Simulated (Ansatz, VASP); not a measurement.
**BN in VASP and in Ansatz**

File INCAR:

```
SYSTEM = BN
  PREC = Accurate
  ENCUT = 600
  EDIFF = 1E-6
  ISMEAR = 0
  SIGMA = 0.01
  LREAL = .False.
  LASPH = .True.
  NELM = 120
  ALGO = Normal
  ISIF = 2
  LWAVE = .False.
  LCHARG = .False.
  NBANDS = 11
  GGA_COMPAT = .False.
```

KPOINTS

```
Automatic mesh
0
Gamma
  9 9 9
  0 0 0
```

The input POSCAR:

```
BN
1.0
    0.0208844043      1.7839403099      1.7839403099
    1.7839403099      0.0208844043      1.7839403099
    1.7839403099      1.7839403099      0.0208844043
B N
1 1
Direct
    0.0002179651      0.0002179651      0.0002179651
    0.2497820349      0.2497820349      0.2497820349
```

Input for Ansatz:

```yaml
crystal:
  lattice:
    - [0.0208844043, 1.7839403099, 1.7839403099]
    - [1.7839403099, 0.0208844043, 1.7839403099]
    - [1.7839403099, 1.7839403099, 0.0208844043]
  atoms:
    - { symbol: B, position: [0.0002179651, 0.0002179651, 0.0002179651] }
    - { symbol: "N", position: [0.2497820349, 0.2497820349, 0.2497820349] }
basis:
  ecutwfc: 420
kpoints:
  mp_grid: { grid: [9, 9, 9] }
  band_path:
    path:
      - [0.0, 0.0, 0.0]
      - [0.0, 0.0, 0.0]
      - [0.0, 0.0, 0.0]
      - [0.0, 0.0, 0.0]
      - [0.0, 0.0, 0.0]
      - [0.0, 0.0, 0.0]
      - [0.0, 0.0, 0.0]
      - [0.0, 0.0, 0.0]
      - [0.0, 0.0, 0.0]
      - [0.0, 0.0, 0.0]
      - [0.0, 0.0, 0.0]
      - [0.0, 0.0, 0.0]
      - [0.0, 0.0, 0.0]
      - [0.0, 0.0, 0.0]
      - [0.0, 0.0, 0.0]
      - [0.0, 0.0, 0.0]
      - [0.0, 0.0, 0.0]
      - [0.0, 0.0, 0.0]
      - [0.0, 0.0, 0.0]
      - [0.0, 0.0, 0.0]
      - [0.0, 0.0, 0.0]
      - [0.0, 0.0, 0.0]
      - [0.0, 0.0, 0.0]
      - [0.0, 0.0, 0.0]
      - [0.0, 0.0, 0.0]
      - [0.0, 0.0, 0.0]
      - [0.3, 0.3, 0.0]
      - [0.3166666667, 0.3166666667, 0.0]
      - [0.3333333333, 0.3333333333, 0.0]
      - [0.35, 0.35, 0.0]
      - [0.3666666667, 0.3666666667, 0.0]
      - [0.3833333333, 0.3833333333, 0.0]
      - [0.4, 0.4, 0.0]
      - [0.4166666667, 0.4166666667, 0.0]
      - [0.4333333333, 0.4333333333, 0.0]
      - [0.45, 0.45, 0.0]
      - [0.4666666667, 0.4666666667, 0.0]
      - [0.4833333333, 0.4833333333, 0.0]
      - [0.5, 0.5, 0.0]
      - [0.0, 0.3, 0.3]
      - [0.0, 0.3166666667, 0.3166666667]
      - [0.0, 0.3333333333, 0.3333333333]
      - [0.0, 0.35, 0.35]
      - [0.0, 0.3666666667, 0.3666666667]
      - [0.0, 0.3833333333, 0.3833333333]
      - [0.0, 0.4, 0.4]
      - [0.0, 0.4166666667, 0.4166666667]
      - [0.0, 0.4333333333, 0.4333333333]
      - [0.0, 0.45, 0.45]
      - [0.0, 0.4666666667, 0.4666666667]
      - [0.0, 0.4833333333, 0.4833333333]
      - [0.0, 0.5, 0.5]
      - [0.5, 0.5, 0.5]
      - [0.5, 0.5, 0.5]
      - [0.5, 0.5, 0.5]
      - [0.5, 0.5, 0.5]
      - [0.5, 0.5, 0.5]
      - [0.5, 0.5, 0.5]
      - [0.5, 0.5, 0.5]
      - [0.5, 0.5, 0.5]
      - [0.5, 0.5, 0.5]
      - [0.5, 0.5, 0.5]
      - [0.5, 0.5, 0.5]
      - [0.5, 0.5, 0.5]
      - [0.5, 0.5, 0.5]
      - [0.0, 0.0, 0.5]
      - [0.0, 0.0, 0.5]
      - [0.0, 0.0, 0.5]
      - [0.0, 0.0, 0.5]
      - [0.0, 0.0, 0.5]
      - [0.0, 0.0, 0.5]
      - [0.0, 0.0, 0.5]
      - [0.0, 0.0, 0.5]
      - [0.0, 0.0, 0.5]
      - [0.0, 0.0, 0.5]
      - [0.0, 0.0, 0.5]
      - [0.0, 0.0, 0.5]
      - [0.0, 0.0, 0.5]
    npoints: 1
hamiltonian:
  xc: lda
  pseudopotentials: { kind: paw, azcp: { folder: soft_1 } }
scf:
  occupations: { method: fixed }
  n_extra_bands: 5
output:
  eigenvalues: true
```

Alike in both runs: task single point; functional LDA; k mesh 9 × 9 × 9; no spin polarisation.

```csv
,VASP,Ansatz
version,VASP 6.6.1,Ansatz 0.2.0
potentials or method,"VASP PAW LDA potentials, release 64 (B, N), cutoff 600 eV","scalar-relativistic, plane waves, PAW"
occupations,"gaussian, width 0.01 eV",fixed
valence electrons in the cell,8,8
```

```csv
,VASP,Ansatz,Ansatz less VASP
gap on the k mesh at the Fermi level (eV),4.52,4.53,+0.011
least direct gap on the mesh (eV),8.54,8.55,+0.006
```

Ansatz warns that its potentials were made for another functional, while VASP's fit it. LDA's correlation is that of Perdew and Zunger in VASP and of Perdew and Wang (1992) in Ansatz.
